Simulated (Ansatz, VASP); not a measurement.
## AlRu in VASP and in Ansatz

Contents of POSCAR:

```
AlRu
1.0
    2.8420200000      0.0000000000      0.0000000000
    0.0000000000      2.8420200000      0.0000000000
    0.0000000000      0.0000000000      3.1411800000
Al Ru
1 1
Direct
    0.0000000000      0.0000000000      0.0000000000
    0.5000000000      0.5000000000      0.5000000000
```

INCAR.step1

```
  PREC = Accurate
  ENCUT = 520
  ISMEAR = 0
  SIGMA = 0.15
  LREAL = False
  LASPH = True
  NELM = 100
  NBANDS = 16
  GGA = PE
  ALGO = Normal
  EDIFF = 1E-4
  LWAVE = True
  LCHARG = False
```

INCAR.step2

```
  PREC = Accurate
  ENCUT = 520
  EDIFF = 1E-7
  ISMEAR = 0
  SIGMA = 0.15
  LREAL = False
  LASPH = True
  NELM = 100
  ALGO = Normal
  ISIF = 2
  LWAVE = False
  LCHARG = False
  METAGGA = R2SCAN
  LMIXTAU = True
  NBANDS = 16
  ISTART = 1
```

Contents of KPOINTS:

```
Automatic mesh
0
Gamma
  16 16 16
```

Input for Ansatz:

```yaml
crystal:
  lattice:
    - [2.84202, 0.0, 0.0]
    - [0.0, 2.84202, 0.0]
    - [0.0, 0.0, 3.14118]
  atoms:
    - { symbol: Al, position: [0.0, 0.0, 0.0] }
    - { symbol: Ru, position: [0.5, 0.5, 0.5] }
basis:
  ecutwfc: 500
kpoints:
  mp_grid: { grid: [16, 16, 16] }
hamiltonian:
  xc: r2scan
scf:
  occupations: { method: gaussian, width: 0.15 }
output:
  forces: true
  stress: true
  eigenvalues: true
  write_density: true
  write_potential: true
  elf: true
  volumetric_format: npy
```

Change from the starting cell: strain -0.050 along x and y, +0.050 along z, atoms carried along.

Alike in both runs: task single point; functional r2SCAN; k mesh 16 × 16 × 16; occupations gaussian, width 0.15 eV; no spin polarisation.

|  | VASP | Ansatz |
| --- | --- | --- |
| version | VASP 6.6.1 | Ansatz 0.2.0 |
| potentials or method | VASP PAW PBE potentials, release 64 (Al, Ru_pv), cutoff 520 eV | scalar-relativistic, plane waves, PAW |
| valence electrons in the cell | 17 | 19 |

Ansatz gave:

```
gap on the k mesh at the Fermi level (eV)                     : none
pressure (GPa)                                                : 12.1
traceless stress, the component that is largest in VASP (GPa) : -13.17
```

What did VASP give for the same quantities?

gap on the k mesh at the Fermi level (eV): none; pressure (GPa): 12.3; traceless stress, the component that is largest in VASP (GPa): -13.23.

VASP's potentials were made for PBE, not for r2SCAN. A gap of «none» marks a metal or a gap that the smearing closes. The functional is the same, so the differences come from potentials, cutoffs and numerics. VASP's potentials hold 17 valence electrons a cell and Ansatz's 19, so a difference there can come from the potentials and not from the codes.
